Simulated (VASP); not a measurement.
TaTc:

```
CELL_PARAMETERS angstrom
3.17000 0.00000 0.00000
0.00000 3.17000 0.00000
0.00000 0.00000 3.17000
ATOMIC_POSITIONS crystal
Ta 0.00000 0.00000 0.00000
Tc 0.50000 0.50000 0.50000
```

* Program: VASP 6.6.1
* Task: relaxation of cell and atoms
* Functional: LDA
* Potentials or basis: VASP PAW LDA potentials, release 64 (Ta_pv, Tc_pv)
* Cutoff: 600 eV
* k mesh: 7 × 7 × 7
* Occupations: gaussian, width 0.05 eV
* Spin: no spin polarisation

At the start: pressure -8.4 GPa; volume 15.93 Å³/atom.

**Question.** Where does the relaxation end?

**Answer.** Over 3 steps the energy falls by 13.4 meV/atom and the volume is 15.43 Å³/atom (-3.1 %); space group Pm-3m (No. 221, to 0.05 Å).

The path:
```tsv
step	energy change (eV)	largest force (eV/Å)	pressure (GPa)	volume (Å³)
1	0.0000	0.0000	-8.41	31.86
2	0.2129	0.0000	31.39	28.16
3	-0.0269	0.0000	-0.19	30.87
```

Final structure:
```
Ta Tc
1.0
     3.13695    0.00000    0.00000
     0.00000    3.13695    0.00000
     0.00000    0.00000    3.13695
Ta Tc
1 1
Direct
  0.00000 0.00000 0.00000
  0.50000 0.50000 0.50000
```
